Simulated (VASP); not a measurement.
# MoS2 (P6_3/mmc) in VASP: notebook, part 3 of 3

VASP 6.6.1. Earlier steps stand in the parts before.

## 5. Relaxation of shape and atoms at fixed volume, PBE+D3(BJ) (volume scaled by 0.91)

File INCAR:

```
  PREC = Accurate
  ENCUT = 600
  EDIFF = 1E-6
  ISMEAR = 0
  SIGMA = 0.02
  LREAL = False
  LASPH = True
  NELM = 100
  ALGO = Normal
  ISIF = 4
  LWAVE = False
  LCHARG = False
  GGA = PE
  IVDW = 12
  IBRION = 2
  NSW = 50
  EDIFFG = -0.01
```

File KPOINTS:

```
regular mesh
0
Gamma
  12 12 4
```

File POSCAR:

```
MoS2
1.0
    3.0812734186      0.0000000000      0.0000000000
   -1.5406367093      2.6684610565      0.0000000000
    0.0000000000      0.0000000000     11.4919578254
Mo S
2 4
Direct
    0.3333333333      0.6666666667      0.2500000000
    0.6666666667      0.3333333333      0.7500000000
    0.3333333333      0.6666666667      0.6149745319
    0.6666666667      0.3333333333      0.1149745319
    0.3333333333      0.6666666667      0.8850254681
    0.6666666667      0.3333333333      0.3850254681
```

Command:

```bash
$ cat potpaw_PBE.64/Mo_sv/POTCAR potpaw_PBE.64/S/POTCAR > POTCAR
$ mpirun -np 1 vasp_std > vasp.out
```

Wall time 7.3 min (1 thread of AMD EPYC 9R45 (Zen 5), shared host); peak memory 0.34 GiB.

Results (log left out):

```
Free energy                  : -45.9912 eV
Energy gained by relaxing    : 4.7 meV/atom
Ionic steps                  : 5
Pressure after relaxing      : 7.2 GPa
Largest force after relaxing : 0.003 eV/Å
Band gap on the k mesh       : 0.41 eV, indirect (least direct gap 1.83 eV)
Dispersion energy per atom   : -0.483 eV
```

Forces on the atoms (eV/Å):
```
Mo   0.000  0.000  0.000
Mo   0.000  0.000  0.000
S    0.000  0.000 -0.003
S    0.000  0.000 -0.003
S    0.000  0.000  0.003
S    0.000  0.000  0.003
```

Stress tensor (GPa, compression positive):
```
7.13 0.00 0.00
0.00 7.13 0.00
0.00 0.00 7.22
```

The path:
```csv
step,energy change (eV),largest force (eV/Å),pressure (GPa),volume (Å³)
1,0.0000,0.5292,10.17,94.49
2,-0.0207,0.0858,7.20,94.49
3,-0.0220,0.0328,7.76,94.49
4,-0.0277,0.0130,7.32,94.49
5,-0.0283,0.0030,7.16,94.49
```

Final structure:
```yaml
crystal:
  lattice:
    - [3.09210, 0.00000, 0.00000]
    - [-1.54605, 2.67783, 0.00000]
    - [0.00000, 0.00000, 11.41165]
  atoms:
    - { symbol: Mo, position: [0.33333, 0.66667, 0.25000] }
    - { symbol: Mo, position: [0.66667, 0.33333, 0.75000] }
    - { symbol: S, position: [0.33333, 0.66667, 0.61249] }
    - { symbol: S, position: [0.66667, 0.33333, 0.11249] }
    - { symbol: S, position: [0.33333, 0.66667, 0.88751] }
    - { symbol: S, position: [0.66667, 0.33333, 0.38751] }
```

Levels at points of the mesh, in eV from the valence-band top:
```csv
k point,band 24,band 25,band 26,band 27,band 28,band 29
"(0.00, 0.00, 0.00)",-1.74,-0.79,0.00,1.95,1.95,1.97
"(0.50, 0.00, 0.00)",-1.86,-1.59,-1.56,1.57,1.67,1.84
"(0.00, 0.00, 0.50)",-2.36,-0.22,-0.22,1.93,1.93,1.93
"(0.50, 0.00, 0.50)",-1.83,-1.70,-1.70,1.61,1.61,2.14
```

Caveat: the cell differs from its parent crystal (volume scaled by 0.91). A k mesh can miss the band edges.

## 6. Single point, PBE+D3(BJ)

This run uses another cell than the first one, of 14.95 Å³/atom, 0.864 times its volume.

File INCAR:

```
PREC = Accurate
ENCUT = 520
EDIFF = 1E-7
ISMEAR = 0
SIGMA = 0.1
LREAL = F
LASPH = T
NELM = 100
ALGO = Normal
ISIF = 2
LWAVE = F
LCHARG = F
GGA = PE
IVDW = 12
NBANDS = 35
```

File KPOINTS:

```
Automatic mesh
0
Gamma
  9 9 2
```

File POSCAR:

```
MoS2
1.0
    3.0504491386      0.0000000000      0.0000000000
   -1.5252245693      2.6417664470      0.0000000000
    0.0000000000      0.0000000000     11.1338860093
Mo S
2 4
Direct
    0.3333333333      0.6666666667      0.2500000000
    0.6666666667      0.3333333333      0.7500000000
    0.3333333333      0.6666666667      0.6088067804
    0.6666666667      0.3333333333      0.1088067804
    0.3333333333      0.6666666667      0.8911932196
    0.6666666667      0.3333333333      0.3911932196
```

Potentials or basis: VASP PAW PBE potentials, release 64 (Mo_sv, S).

Command:

```bash
$ cat potpaw_PBE.64/Mo_sv/POTCAR potpaw_PBE.64/S/POTCAR > POTCAR
$ mpirun -np 1 vasp_std > vasp.out
```

OUTCAR:

```text
PREC = Accurate
   ENCUT = 520
   EDIFF = 1E-7
   ISMEAR = 0
   LREAL = F
   LASPH = T
   NELM = 100
   ISIF = 2
   GGA = PE
   IVDW = 12
 IVDW          = 12

 ion  position               nearest neighbor table
   1  0.333  0.667  0.250-   4 2.36   6 2.36   4 2.36   6 2.36   4 2.36   6 2.36
   2  0.667  0.333  0.750-   3 2.36   5 2.36   3 2.36   5 2.36   3 2.36   5 2.36
   3  0.333  0.667  0.609-   2 2.36   2 2.36   2 2.36
   4  0.667  0.333  0.109-   1 2.36   1 2.36   1 2.36
   5  0.333  0.667  0.891-   2 2.36   2 2.36   2 2.36
   6  0.667  0.333  0.391-   1 2.36   1 2.36   1 2.36
[... 1123 lines left out ...]
  -------------------------------------------------------------------------------------
  Total       7.58439     7.58439     7.68729     0.00000    -0.00000    -0.00000
  in kB     135.43363   135.43363   137.27105     0.00000    -0.00000    -0.00000
  external pressure =      136.05 kB  Pullay stress =        0.00 kB

 VOLUME and BASIS-vectors are now :
 -----------------------------------------------------------------------------
  energy-cutoff  :      520.00
  volume of cell :       89.72
      direct lattice vectors                 reciprocal lattice vectors
     3.050449139  0.000000000  0.000000000     0.327820578  0.189267299  0.000000000
    -1.525224569  2.641766447  0.000000000     0.000000000  0.378534598  0.000000000
     0.000000000  0.000000000 11.133886009     0.000000000  0.000000000  0.089815901

 POSITION                                       TOTAL-FORCE (eV/Angst)
 -----------------------------------------------------------------------------------
     -0.00000      1.76118      2.78347         0.000000     -0.000000      0.000000
      1.52522      0.88059      8.35041        -0.000000      0.000000      0.000000
     -0.00000      1.76118      6.77839        -0.000000     -0.000000     -0.011810
      1.52522      0.88059      1.21144         0.000000      0.000000     -0.011810
     -0.00000      1.76118      9.92244        -0.000000      0.000000      0.011810
      1.52522      0.88059      4.35550         0.000000      0.000000      0.011810
 -----------------------------------------------------------------------------------
    total drift:                                0.000000     -0.000000      0.000000

  FREE ENERGIE OF THE ION-ELECTRON SYSTEM (eV)
  ---------------------------------------------------
  free  energy   TOTEN  =       -45.6833864485 eV

  energy  without entropy=      -45.6831944276  energy(sigma->0) =      -45.68329044
```

It took 83 s on 1 thread of Intel Xeon Platinum 8259CL at 2.50GHz (Skylake/Cascade Lake), shared host; peak memory 0.24 GiB.

What came out:

```yaml
Free_energy: -45.6834 eV
Pressure: 13.6 GPa
Largest_force: 0.012 eV/Å
Band_gap_on_the_k_mesh: 0.31 eV, indirect (least direct gap 1.53 eV)
Dispersion_energy_per_atom: -0.510 eV
```

Forces in eV/Å, atoms in the order of the input:
```
Mo   0.000  0.000  0.000
Mo   0.000  0.000  0.000
S    0.000  0.000 -0.012
S    0.000  0.000 -0.012
S    0.000  0.000  0.012
S    0.000  0.000  0.012
```

Stress tensor (GPa, compression positive):
```
13.54  0.00  0.00
 0.00 13.54  0.00
 0.00  0.00 13.73
```

Levels at points of the mesh, in eV from the valence-band top:
```csv
k point,band 22,band 23,band 24,band 25,band 26,band 27,band 28,band 29,band 30,band 31
"(0.00, 0.00, 0.00)",-2.35,-2.35,-2.03,-0.65,0.00,1.82,1.82,1.89,1.89,1.99
"(0.00, 0.00, 0.50)",-2.45,-2.45,-2.45,-0.19,-0.19,1.84,1.84,1.84,1.84,2.22
```

A k mesh can miss the band edges.

## 7. Summary

```tsv
task	cell	k mesh	cutoff (eV)	smearing	gap on the mesh (eV)	pressure (GPa)	largest force (eV/Å)
relaxation of cell and atoms	relaxed from a = 3.149, b = 3.149, c = 12.090 Å, angles 90.0, 90.0, 120.0°, 6 atoms	12 × 12 × 4	600	gaussian 0.01 eV	0.80	0.0	-
single point	a = 3.075, b = 3.075, c = 11.292 Å, angles 90.0, 90.0, 120.0°, 6 atoms	15 × 15 × 4	520	gaussian 0.02 eV	0.36	9.4	0.02
relaxation of shape and atoms at fixed volume	relaxed from a = 3.101, b = 3.101, c = 11.718 Å, angles 90.0, 90.0, 120.0°, 6 atoms	12 × 12 × 4	600	gaussian 0.02 eV	0.55	4.1	-
relaxation of shape and atoms at fixed volume	relaxed from a = 3.081, b = 3.081, c = 11.492 Å, angles 90.0, 90.0, 120.0°, 6 atoms	12 × 12 × 4	600	gaussian 0.02 eV	0.41	7.2	-
single point	a = 3.050, b = 3.050, c = 11.134 Å, angles 90.0, 90.0, 120.0°, 6 atoms	9 × 9 × 2	520	gaussian 0.1 eV	0.31	13.6	0.01
```

Alike in all rows: level PBE+D3(BJ); potentials or basis VASP PAW PBE potentials, release 64 (Mo_sv, S); no spin polarisation.

Total energies depend on the potentials used, so only differences within one code and one set of settings carry meaning.
